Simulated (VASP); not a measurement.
# Li8LaNb7O23 (a cell with a defect) in VASP: further runs, part 2 of 2

VASP 6.6.1. The steps go on from the part before.

## (3) Single point, PBE, collinear spin

Contents of INCAR:

```
SYSTEM = Li8LaNb7O23
ALGO = Normal
EDIFF = 1E-6
ENCUT = 520
GGA = PE
ISIF = 2
ISMEAR = 0
ISPIN = 2
LASPH = .TRUE.
LCHARG = .TRUE.
LELF = .TRUE.
LMAXMIX = 6
LORBIT = 11
LREAL = Auto
LVHAR = .TRUE.
LWAVE = .FALSE.
MAGMOM = 0 0 0 0 0 0 0 0 -0.01 0 0 0 0 0 0 0.03 0 0 0 0.02 0 0 0.01 0.15 0.02 0.51 0 0 0 0 0 0 0.02 0.01 0.01 0 0.19 0.02 0
NBANDS = 161
NELECT = 263.0
NELM = 150
NUPDOWN = 1.0
PREC = Accurate
SIGMA = 0.01
```

Contents of KPOINTS:

```
Automatic mesh
0
Gamma
  1 1 1
  0.25 0.25 0.25
```

Contents of POSCAR:

```
Li8LaNb7O23
1.0
    2.5949501400      1.4981951600      4.6722232500
   -5.1899002700      2.9963903200      9.3444465000
    0.0000000000     -5.9927806400      9.3444465000
Li Nb O La
8 7 23 1
Direct
    0.7158917008      0.3561031797      0.3629814172
    0.1843876018      0.1251232143      0.1349057705
    0.6845749575      0.3641896833      0.8824940850
    0.2456064190      0.1059304377      0.6066895101
    0.7156922671      0.8507572411      0.3776416500
    0.2168662364      0.6077419747      0.1126838378
    0.7851098051      0.8201784015      0.8497225306
    0.1981533796      0.6261072104      0.6007116839
    0.9665272261      0.5018187132      0.4983790054
    0.5009068918      0.2474295505      0.2525088730
    0.9920105552      0.4983549265      1.0096754150
    0.9997073607      1.0079783398      0.5003665742
    0.4920444885      0.7465956388      0.2533836941
    0.9791211327      0.9896077083      1.0184115830
    0.5012133824      0.7464255966      0.7596231154
    0.2715048486      0.3217512269      0.4471672532
    0.6387606758      0.4424344176      0.1418432495
    0.8728225405      0.1428724144      0.3260815723
    0.4192143250      0.0615091404      0.3803735191
    0.8052544607      0.1922427199      0.0698681693
    0.1386340296      0.3878558607      0.2010405634
    0.2944814388      0.3177908107      0.9611916456
    0.6056411568      0.4599120154      0.6147371187
    1.0667743247      0.1377953267      0.8119230135
    0.8385311249      0.1870621358      0.5499749515
    0.0338179182      0.4191257025      0.6972365131
    0.2916629023      0.8326403031      0.4232521249
    0.6079258628      0.9773268222      0.0783350678
    0.8746882511      0.6578583976      0.3083952774
    0.3758741078      0.5761370837      0.3820586283
    0.7763208343      0.6935876188      0.0696843074
    0.1216947398      0.8926298823      0.1906812656
    0.2873464665      0.8204789925      0.9468258733
    0.6586833274      0.9383733848      0.6471955139
    0.9005240578      0.6328532551      0.8220466813
    0.3824762767      0.5731876204      0.8977183866
    0.7790624219      0.6917296381      0.5746481189
    0.1521711934      0.8882365703      0.6967293393
    0.4689754473      0.2321892585      0.7666889859
```

Potentials or basis: VASP PAW PBE potentials, release 64 (Li_sv, Nb_sv, O, La).

On the command line:

```
cat potpaw_PBE.64/Li_sv/POTCAR potpaw_PBE.64/Nb_sv/POTCAR potpaw_PBE.64/O/POTCAR potpaw_PBE.64/La/POTCAR > POTCAR
mpirun -np 1 vasp_std > vasp.out
```

OUTCAR:

```text
SYSTEM = Li8LaNb7O23
   EDIFF = 1E-6
   ENCUT = 520
   GGA = PE
   ISIF = 2
   ISMEAR = 0
   ISPIN = 2
   LASPH = .TRUE.
   LORBIT = 11
   LREAL = Auto
   NELECT = 263.0
   NELM = 150
   NUPDOWN = 1.0
   PREC = Accurate

[... 618 lines left out ...]
      0.00956     -0.03570     10.06425         0.000701      0.005221     -0.002138
     -0.17090     -0.15729      3.29133         0.000231      0.017706     -0.006786
     -0.11367     -3.17171     14.84806        -0.000579     -0.004240     -0.005723
      0.08757     -2.95038      7.80657        -0.001912      0.001768     -0.006699
     -2.55816      1.35832     14.82258        -0.003592      0.010992     -0.004537
     -2.59136      1.47065      7.74523         0.002403      0.001250     -0.006031
[... 31 lines left out ...]
     -4.21498     -1.28586     15.52161         0.019766      0.003057     -0.001110
      0.01193     -3.19625     11.52512        -0.012990      0.006865      0.014347
 -----------------------------------------------------------------------------------
    total drift:                               -0.004535      0.002871     -0.005915

  FREE ENERGIE OF THE ION-ELECTRON SYSTEM (eV)
  ---------------------------------------------------
  free  energy   TOTEN  =      -310.9281378125 eV

  energy  without entropy=     -310.9281378125  energy(sigma->0) =     -310.92813781

 total charge

# of ion       s       p       d       f       tot
--------------------------------------------------
    1        2.012   0.045   0.000   0.000   2.057
    2        2.022   0.057   0.000   0.000   2.079
    3        2.019   0.054   0.000   0.000   2.073
    4        2.013   0.044   0.000   0.000   2.057
    5        2.017   0.050   0.000   0.000   2.068
    6        2.013   0.045   0.000   0.000   2.057
[... 31 lines left out ...]
   38        1.569   3.487   0.000   0.000   5.056
   39        2.018   5.680   0.649   0.263   8.610
--------------------------------------------------
tot         69.785 129.037  15.368   0.263 214.453

 magnetization (x)

# of ion       s       p       d       f       tot
--------------------------------------------------
    1       -0.000  -0.000   0.000   0.000  -0.000
    2       -0.000  -0.000   0.000   0.000  -0.000
    3       -0.000  -0.001   0.000   0.000  -0.001
    4       -0.000  -0.000   0.000   0.000  -0.000
    5        0.001   0.001   0.000   0.000   0.002
    6        0.000   0.000   0.000   0.000   0.000
[... 31 lines left out ...]
   38        0.000   0.018   0.000   0.000   0.018
   39        0.000   0.002  -0.002   0.002   0.003
--------------------------------------------------
tot          0.014   0.867  -0.038   0.002   0.845
```

OSZICAR:

```text
N       E                     dE             d eps       ncg     rms          rms(c)
DAV:   1     0.398527868655E+04    0.39853E+04   -0.12567E+05   764   0.192E+03
[... 11 lines left out ...]
DAV:  13    -0.310927600944E+03   -0.21206E-03   -0.32605E-03   984   0.205E-01    0.113E-01
DAV:  14    -0.310928028791E+03   -0.42785E-03   -0.97645E-04   992   0.102E-01    0.500E-02
DAV:  15    -0.310928110293E+03   -0.81502E-04   -0.23280E-04  1096   0.565E-02    0.257E-02
DAV:  16    -0.310928128802E+03   -0.18509E-04   -0.43210E-05   880   0.242E-02    0.132E-02
DAV:  17    -0.310928135625E+03   -0.68229E-05   -0.18325E-05   952   0.149E-02    0.723E-03
DAV:  18    -0.310928137203E+03   -0.15776E-05   -0.28580E-06   616   0.703E-03    0.445E-03
DAV:  19    -0.310928137813E+03   -0.60994E-06   -0.14553E-06   520   0.533E-03
   1 F= -.31092814E+03 E0= -.31092814E+03  d E =-.211035E-61  mag=     1.0000
```

It took 11 min on 1 thread of Intel Xeon Platinum 8259CL at 2.50GHz (Skylake/Cascade Lake), shared host; peak memory 0.92 GiB.

What came out:

* Free energy: -310.9281 eV
* Largest force: 0.061 eV/Å
* Net moment: 1.00 μB per cell
* Site moments: Li -0.00, +0.00 (each value once); Nb -0.02, -0.00, -0.01 (each value once); O +0.02, +0.00, +0.01, +0.13, +0.44, -0.00, +0.17 (each value once); La +0.00 μB
* Valence electrons inside the program's atomic spheres: Li 2.06, 2.08, 2.07 (each value once); Nb 10.45, 10.41, 10.44, 10.42, 10.57 (each value once); O 5.05, 5.07, 5.09, 5.06, 4.99, 4.95, 5.04, 5.03 (each value once); La 8.61

Forces in eV/Å, atoms in the order of the input:
```
Li   0.001  0.005 -0.002
Li   0.000  0.018 -0.007
Li  -0.001 -0.004 -0.006
Li  -0.002  0.002 -0.007
Li  -0.004  0.011 -0.005
Li   0.002  0.001 -0.006
Li  -0.018 -0.001  0.002
Li  -0.003  0.000 -0.005
Nb   0.006  0.040  0.016
Nb  -0.001 -0.021  0.022
Nb   0.003 -0.004  0.049
Nb  -0.001  0.027  0.029
Nb  -0.036  0.028  0.041
Nb   0.007 -0.015  0.043
Nb  -0.015  0.008  0.030
O    0.000  0.013 -0.004
O    0.004 -0.006 -0.013
O   -0.016 -0.030  0.001
O   -0.014  0.008 -0.010
O    0.010 -0.004 -0.016
O    0.009  0.010 -0.013
O    0.005  0.012 -0.020
O    0.005 -0.022 -0.017
O   -0.003  0.021 -0.001
O    0.002 -0.025 -0.005
O    0.011  0.009  0.014
O    0.003  0.007 -0.014
O    0.010 -0.019 -0.016
O   -0.007 -0.015 -0.004
O    0.002 -0.029 -0.021
O    0.008 -0.012 -0.014
O    0.021  0.004 -0.004
O    0.003  0.013 -0.010
O    0.008 -0.014 -0.017
O   -0.004 -0.003 -0.016
O   -0.009 -0.003 -0.010
O    0.007 -0.017  0.002
O    0.020  0.003 -0.001
La  -0.013  0.007  0.014
```

Caveat: the k points lie up to 1.14 Å⁻¹ apart, too coarse for converged energies, forces and pressures; the cell carries a net charge on a neutralising background, which shifts energy and pressure; the total moment is fixed, so each spin has its own Fermi level and the state may be an excited one.
